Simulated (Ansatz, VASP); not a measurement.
# One calculation of CrO2, two programs

```
CELL_PARAMETERS angstrom
1.29378 0.74696 5.30689
-1.29378 0.74696 5.30689
0.00000 -1.49393 5.30689
ATOMIC_POSITIONS crystal
Cr 0.00068 0.00068 0.00068
O 0.40615 0.40615 0.40615
O 0.26187 0.26187 0.26187
```

Alike in both runs: functional PBEsol; k mesh 12 × 12 × 12; occupations gaussian, width 0.1 eV; no spin polarisation.

Ansatz relaxed the structure, and its values are those at the end. VASP's run is a single point on that final structure, the one shown.

```csv
,VASP,Ansatz
version,VASP 6.6.1,Ansatz 0.2.0
potentials or method,"VASP PAW PBE potentials, release 64 (Cr_pv, O), cutoff 520 eV","scalar-relativistic, plane waves, PAW"
valence electrons in the cell,24,26
```

```tsv
	VASP	Ansatz	Ansatz less VASP
gap on the k mesh at the Fermi level (eV)	0.26	0.28	+0.017
least direct gap on the mesh (eV)	1.53	1.52	-0.004
pressure (GPa)	1.3	0.2	-1.07
rms of the force components (eV/Å)	0.059	0.002	-0.0566
```

VASP's potentials were made for PBE, not for PBEsol. With one functional, cell and mesh, what is left measures potentials, basis and numerics. VASP's potentials hold 24 valence electrons a cell and Ansatz's 26, so a difference there can come from the potentials and not from the codes.
